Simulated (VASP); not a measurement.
Wanted: the native input for a VASP 6.6.1 run.

```yaml
Task: single point
Functional: PBE
Potentials_or_basis: VASP PAW PBE potentials, release 64 (Gd, N)
Cutoff: 520 eV
k_mesh: 6 × 6 × 4
Occupations: gaussian, width 0.05 eV
Spin: collinear spin, ferromagnetic start
Starting_moments: "[7.56, 7.56, -0.11, -0.11] μB"
Hubbard_terms: Gd f U = 6.0 eV
Dipole_correction: no
Further_INCAR_settings: ALGO = Normal; EDIFF = 1e-06; NBANDS = 35
```

The structure of GdN lies in POSCAR:

```
GdN
1.0
    4.3275777037      0.0000000000      0.0000000000
    0.0000000000      4.3275777037      0.0000000000
    0.0000000000      0.0000000000      3.6035927234
Gd N
2 2
Direct
    0.5000000000      0.0000000000      0.2426009271
    0.0000000000      0.5000000000      0.7573990729
    0.0000000000      0.0000000000      0.0000000000
    0.5000000000      0.5000000000      0.0000000000
```

One way to write it, as run:

INCAR

```
SYSTEM = GdN
ALGO = Normal ; EDIFF = 1E-6
ENCUT = 520 ; GGA = PE
ISIF = 2 ; ISMEAR = 0
ISPIN = 2 ; LASPH = .TRUE.
LCHARG = .FALSE. ; LDAU = .TRUE.
LDAUJ = 0 0 ; LDAUL = 3 -1
LDAUPRINT = 1 ; LDAUTYPE = 2
LDAUU = 6 0 ; LMAXMIX = 6
LORBIT = 11 ; LREAL = .FALSE.
LWAVE = .FALSE. ; MAGMOM = 7.56 7.56 -0.11 -0.11
NBANDS = 35 ; NELM = 150
PREC = Accurate ; SIGMA = 0.05
```

KPOINTS

```
k-points
0
G
  6 6 4
  0 0 0
```

Potentials or basis: VASP PAW PBE potentials, release 64 (Gd, N).

Run with:

```bash
$ cat potpaw_PBE.64/Gd/POTCAR potpaw_PBE.64/N/POTCAR > POTCAR
$ mpirun -np 1 vasp_std > vasp.out
```

It gave:

```
Pressure                                              : 0.0 GPa
Largest force                                         : 0.050 eV/Å
Band gap on the k mesh                                : 0.31 eV (least direct gap 0.58 eV)
Net moment                                            : 14.00 μB per cell
Site moments                                          : Gd +6.86; N -0.08 μB
Valence electrons inside the program's atomic spheres : Gd 15.27; N 3.65
```

Caveat: the k points lie up to 0.44 Å⁻¹ apart; spin-orbit coupling is left out, which moves the levels of the heavy elements.

Run time: 2.1 min on 1 thread of Intel(R) Xeon(R) 6975P-C (Granite Rapids), with other jobs on the host, peak memory 0.26 GiB.
